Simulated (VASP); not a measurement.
A run of VASP 6.6.1 is set up as follows.

The input POSCAR:

```
AlSn3
1.0
    4.5252710000      0.0000000000      0.0000000000
    0.0000000000      4.5252710000      0.0000000000
    0.0000000000      0.0000000000      4.5252710000
Al Sn
1 3
Direct
    0.0000000000      0.0000000000      0.0000000000
    0.0000000000      0.5000000000      0.5000000000
    0.5000000000      0.0000000000      0.5000000000
    0.5000000000      0.5000000000      0.0000000000
```

INCAR.step1

```
SYSTEM = AlSn3
ALGO     = Normal         ! electronic algorithm
EDIFF    = 1E-5           ! SCF threshold, eV
ENCUT    = 550            ! plane-wave cutoff, eV
GGA      = PE             ! functional
GGA_COMPAT= .FALSE.      
ISMEAR   = -1             ! smearing method
LASPH    = .TRUE.         ! aspherical terms in the spheres
LCHARG   = .FALSE.        ! write CHGCAR
LREAL    = .FALSE.        ! projectors in reciprocal space
LWAVE    = .TRUE.         ! write WAVECAR
NBANDS   = 30             ! bands
NELM     = 120            ! most SCF steps
PREC     = Accurate       ! precision mode
SIGMA    = 0.1            ! smearing width, eV
```

File INCAR.step2:

```
SYSTEM = AlSn3
ALGO     = Normal         ! electronic algorithm
EDIFF    = 1E-6           ! SCF threshold, eV
ENCUT    = 550            ! plane-wave cutoff, eV
GGA_COMPAT= .FALSE.      
ISIF     = 2              ! what is computed and relaxed
ISMEAR   = -1             ! smearing method
ISTART   = 1            
LASPH    = .TRUE.         ! aspherical terms in the spheres
LCHARG   = .FALSE.        ! write CHGCAR
LMIXTAU  = .TRUE.       
LREAL    = .FALSE.        ! projectors in reciprocal space
LWAVE    = .FALSE.        ! write WAVECAR
METAGGA  = R2SCAN         ! meta-GGA
NBANDS   = 30             ! bands
NELM     = 120            ! most SCF steps
PREC     = Accurate       ! precision mode
SIGMA    = 0.1            ! smearing width, eV
```

File KPOINTS:

```
k-points
0
G
  4 4 4
  0 0 0
```

Potentials or basis: VASP PAW PBE potentials, release 64 (Al, Sn_d).

The run is started by

```bash
$ cat potpaw_PBE.64/Al/POTCAR potpaw_PBE.64/Sn_d/POTCAR > POTCAR
$ cp INCAR.step1 INCAR
$ mpirun -np 1 vasp_std > vasp.out
$ cp INCAR.step2 INCAR
$ mpirun -np 1 vasp_std > vasp.out
```

**Question.** Predict the pressure.

**Answer.** 3.9 GPa.

**Question.** What does it give for the band gap on the k mesh?

**Answer.** Zero (an odd number of electrons rules out a gap without spin polarisation).

Caveat: the cell stands under pressure; the PAW data sets were made with another functional, which shifts forces and pressure a little; spin-orbit coupling is left out, which moves the levels of the heavy elements.
